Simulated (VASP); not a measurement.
A run of VASP 6.6.1 is set up as follows.

The input INCAR:

```
SYSTEM = Hg3Pt
  PREC = Accurate
  ENCUT = 570
  EDIFF = 1E-6
  ISMEAR = -1
  SIGMA = 0.05
  LREAL = .False.
  LASPH = .True.
  NELM = 120
  ALGO = Normal
  ISIF = 2
  LWAVE = .False.
  LCHARG = .False.
  GGA = PE
  NBANDS = 47
  GGA_COMPAT = .False.
```

The input KPOINTS:

```
Automatic mesh
0
Gamma
  6 6 6
  0 0 0
```

POSCAR

```
Hg3Pt
1.0
    4.2555385448      0.0000000000      0.0000000000
    0.0000000000      4.2555385448      0.0000000000
    0.0000000000      0.0000000000      4.2555385448
Hg Pt
3 1
Direct
    0.5000000000      0.5000000000      0.0000000000
    0.5000000000      0.0000000000      0.5000000000
    0.0000000000      0.5000000000      0.5000000000
    0.0000000000      0.0000000000      0.0000000000
```

Potentials or basis: VASP PAW PBE potentials, release 64 (Hg_sv_GW, Pt_sv_GW).

Run with:

```sh
$ cat potpaw_PBE.64/Hg_sv_GW/POTCAR potpaw_PBE.64/Pt_sv_GW/POTCAR > POTCAR
$ mpirun -np 1 vasp_std > vasp.out
```

Question: Predict the pressure.

Answer: 4.3 GPa.

Question: What does it give for the band gap on the k mesh?

Answer: Zero (bands 39 and 40 overlap by 3.20 eV).

Caveat: the cell stands under pressure; spin-orbit coupling is left out, which moves the levels of the heavy elements.
